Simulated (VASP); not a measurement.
Write the native input for VASP 6.6.1 that does the following.

* Task: single point
* Functional: r2SCAN
* Potentials or basis: VASP PAW PBE potentials, release 64 (Si)
* Cutoff: 520 eV
* k mesh: 6 × 6 × 4
* Occupations: gaussian, width 0.01 eV
* Spin: no spin polarisation
* Dipole correction: no
* Further INCAR settings: ALGO = Normal; EDIFF = 1e-07; NBANDS = 16

The system is Si.

```
CELL_PARAMETERS angstrom
3.75390 0.00000 0.00000
-1.87695 3.25097 0.00000
0.00000 0.00000 6.21177
ATOMIC_POSITIONS crystal
Si 0.33333 0.66667 0.00056
Si 0.66667 0.33333 0.50056
Si 0.33333 0.66667 0.37444
Si 0.66667 0.33333 0.87444
```

This isn't the form of Si at room conditions, which is diamond.

One way to write it, as run:

POSCAR

```
Si
1.0
    3.7539008559      0.0000000000      0.0000000000
   -1.8769504280      3.2509735045      0.0000000000
    0.0000000000      0.0000000000      6.2117679855
Si
4
Direct
    0.3333333333      0.6666666667      0.0005609416
    0.6666666667      0.3333333333      0.5005609416
    0.3333333333      0.6666666667      0.3744390584
    0.6666666667      0.3333333333      0.8744390584
```

INCAR.step1

```
SYSTEM = Si
PREC = Accurate ; ENCUT = 520
ISMEAR = 0 ; SIGMA = 0.01
LREAL = .FALSE. ; LASPH = .TRUE.
NELM = 100 ; NBANDS = 16
GGA = PE ; ALGO = Normal
EDIFF = 1E-4 ; LWAVE = .TRUE.
LCHARG = .FALSE.
```

INCAR.step2

```
SYSTEM = Si
PREC = Accurate ; ENCUT = 520
EDIFF = 1E-7 ; ISMEAR = 0
SIGMA = 0.01 ; LREAL = .FALSE.
LASPH = .TRUE. ; NELM = 100
ALGO = Normal ; ISIF = 2
LWAVE = .FALSE. ; LCHARG = .FALSE.
METAGGA = R2SCAN ; LMIXTAU = .TRUE.
NBANDS = 16 ; ISTART = 1
```

KPOINTS

```
regular mesh
0
G
  6 6 4
  0 0 0
```

Potentials or basis: VASP PAW PBE potentials, release 64 (Si).

Command:

```console
$ cat potpaw_PBE.64/Si/POTCAR > POTCAR
$ cp INCAR.step1 INCAR
$ mpirun -np 1 vasp_std > vasp.out
$ cp INCAR.step2 INCAR
$ mpirun -np 1 vasp_std > vasp.out
```

Results of the run:

```
Pressure               : 6.6 GPa
Largest force          : 0.019 eV/Å
Band gap on the k mesh : 0.48 eV (least direct gap 1.55 eV)
```

Caveat: the cell stands under pressure; the PAW data sets were made with another functional, which shifts forces and pressure a little.

It took 2.8 min on 1 thread of Intel Xeon 8259CL, on a shared host, peak memory 0.19 GiB.
